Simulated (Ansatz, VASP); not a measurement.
## Two plane-wave programs on In3As

```
In As
1.0
    -3.10417    3.10417    3.10417
     3.10417   -3.10417    3.10417
     3.10417    3.10417   -3.10417
In As
3 1
Direct
  0.00000 0.50000 0.50000
  0.50000 0.00000 0.50000
  0.50000 0.50000 0.00000
  0.00000 0.00000 0.00000
```

Alike in both runs: task relaxation of cell and atoms; functional PBE; k mesh 4 × 4 × 4; occupations gaussian, width 0.1 eV; no spin polarisation.

|  | VASP | Ansatz |
| --- | --- | --- |
| version | VASP 6.6.1 | Ansatz 0.2.0 |
| potentials or method | VASP PAW PBE potentials, release 64 (In_d, As), cutoff 600 eV | scalar-relativistic, plane waves, PAW |
| valence electrons in the cell | 44 | 54 |

Ansatz gave:

| Item | Value |
| --- | --- |
| gap on the k mesh at the Fermi level, each at its own relaxed structure (eV) | none |
| relaxed volume (Å³/atom) | 26.40 |
| relaxed cell length with the largest relative difference (Å) | 5.158 |

Task: Estimate VASP's values.

Result: gap on the k mesh at the Fermi level, each at its own relaxed structure (eV): none; relaxed volume (Å³/atom): 26.56; relaxed cell length with the largest relative difference (Å): 5.168.

A gap of «none» marks a metal or a gap that the smearing closes. VASP's potentials hold 44 valence electrons a cell and Ansatz's 54, so a difference there can come from the potentials and not from the codes.
